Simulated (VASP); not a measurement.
Input of a VASP 6.6.1 run:

Contents of INCAR:

```
PREC = Accurate ; ENCUT = 520
EDIFF = 1E-6 ; ISMEAR = -1
SIGMA = 0.03 ; LREAL = F
LASPH = T ; NELM = 80
ALGO = Normal ; ISIF = 2
LWAVE = F ; LCHARG = F
GGA = PE ; NBANDS = 12
```

File KPOINTS:

```
Automatic mesh
0
Gamma
  15 15 15
```

File POSCAR:

```
Hg
1.0
    1.7300004553      0.9988162286      2.2340000000
   -1.7300004553      0.9988162286      2.2340000000
    0.0000000000     -1.9976324571      2.2340000000
Hg
1
Direct
    0.0000000000      0.0000000000      0.0000000000
```

Potentials or basis: VASP PAW PBE potentials, release 64 (Hg).

Command:

```console
$ cat potpaw_PBE.64/Hg/POTCAR > POTCAR
$ mpirun -np 1 vasp_std > vasp.out
```

Task: Predict the pressure.

Result: 6.4 GPa.

Task: Estimate the band gap on the k mesh.

Result: Zero (bands 6 and 7 overlap by 3.04 eV).

Stress tensor (GPa, compression positive):
```
6.18 0.00 0.00
0.00 6.18 0.00
0.00 0.00 6.82
```

Caveat: the cell stands under pressure; spin-orbit coupling is left out, which moves the levels of the heavy elements.
